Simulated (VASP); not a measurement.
# Au: single point with PBE

The system is Au.

```
Au
1.0
     3.30131    0.00000    0.00000
     0.00000    3.30131    0.00000
     0.00000    0.00000    3.30131
Au
2
Direct
  0.00000 0.00000 0.00000
  0.50000 0.50000 0.50000
```

```yaml
Program: VASP 6.6.1
Task: single point
Functional: PBE
Potentials_or_basis: VASP PAW PBE potentials, release 64 (Au)
Cutoff: 520 eV
k_mesh: 16 × 16 × 16
Occupations: gaussian, width 0.1 eV
Spin: no spin polarisation
```

```yaml
Pressure: 0.2 GPa
Band_gap_on_the_k_mesh: zero (band 11 reaches 11.47 eV, above the bottom of band 12 at 6.71 eV)
```

Levels at points of the mesh, in eV from the Fermi level:
| k point | band 9 | band 10 | band 11 | band 12 | band 13 | band 14 |
| --- | --- | --- | --- | --- | --- | --- |
| (0.00, 0.00, 0.00) | -1.74 | -1.74 | -1.74 | 6.28 | 6.28 | 6.28 |
| (0.50, 0.00, 0.00) | -3.26 | -3.26 | -1.88 | -1.88 | 12.36 | 12.36 |
| (0.50, 0.50, 0.00) | -1.39 | -1.39 | -0.38 | -0.38 | 3.29 | 3.29 |
| (0.50, 0.50, 0.50) | -2.57 | -2.57 | 2.75 | 2.75 | 7.01 | 7.01 |

It took 49 s on 1 thread of Intel(R) Xeon(R) Platinum 8488C (Sapphire Rapids), with other jobs on the host, peak memory 0.22 GiB.

Caveat: spin-orbit coupling is left out, which moves the levels of the heavy elements.
